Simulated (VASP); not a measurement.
A run of VASP 6.6.1 is set up as follows.

Contents of INCAR:

```
SYSTEM = KZnF3
PREC = Accurate
ENCUT = 520
EDIFF = 1E-6
ISMEAR = -1
SIGMA = 0.1
LREAL = .False.
LASPH = .True.
NELM = 120
ALGO = Normal
ISIF = 2
LWAVE = .False.
LCHARG = .False.
GGA = PE
IVDW = 12
NBANDS = 53
GGA_COMPAT = .False.
```

KPOINTS

```
Automatic mesh
0
Gamma
  1 2 2
  0 0 0
```

POSCAR

```
KZnF3
1.0
    8.1000000000      0.0000000000      0.0000000000
    0.0000000000      4.0500000000      0.0000000000
    0.0000000000      0.0000000000      4.0500000000
K Zn F
2 2 6
Direct
    0.0070300000      0.0050024691     -0.0139362963
    0.5161939506      0.0022190123     -0.0542429630
    0.2458365432      0.4920083951      0.5094940741
    0.7483792593      0.4618948148      0.5288041975
    0.2533504938      0.5316874074     -0.0133604938
    0.0061862963      0.4893283951      0.4976977778
    0.2569576543      0.0174762963      0.5463409877
    0.7445328395      0.5843449383     -0.0007938272
    0.4889765432      0.5073459259      0.5033511111
    0.7221072840      0.0135901235      0.4752777778
```

Potentials or basis: VASP PAW PBE potentials, release 64 (K_sv, Zn, F).

Command:

```console
$ cat potpaw_PBE.64/K_sv/POTCAR potpaw_PBE.64/Zn/POTCAR potpaw_PBE.64/F/POTCAR > POTCAR
$ mpirun -np 1 vasp_std > vasp.out
```

**Question.** What does it give for the largest force?

**Answer.** 2.129 eV/Å.

**Question.** What does it give for the pressure?

**Answer.** 5.3 GPa.

**Question.** Estimate the dispersion energy per atom.

**Answer.** -0.157 eV.

**Question.** Estimate the band gap on the k mesh.

**Answer.** 3.25 eV (least direct gap 4.80 eV).

Forces on the atoms (eV/Å):
```
K    0.153 -0.080  0.214
K   -0.844  0.099  0.631
Zn   0.781  0.817 -0.897
Zn  -0.237  1.996 -0.703
F   -0.272 -0.047  1.336
F   -1.348  0.072 -0.091
F   -0.361 -0.876 -0.465
F    0.493 -0.742  0.278
F    1.022 -0.002 -0.184
F    0.613 -1.238 -0.118
```

Caveat: the k points lie up to 0.78 Å⁻¹ apart; three body term missing; an odd mesh through Γ misses points on the zone boundary, where band edges can lie; forces of over 1 eV/Å act on the atoms, so gaps and moduli don't describe the material at rest.
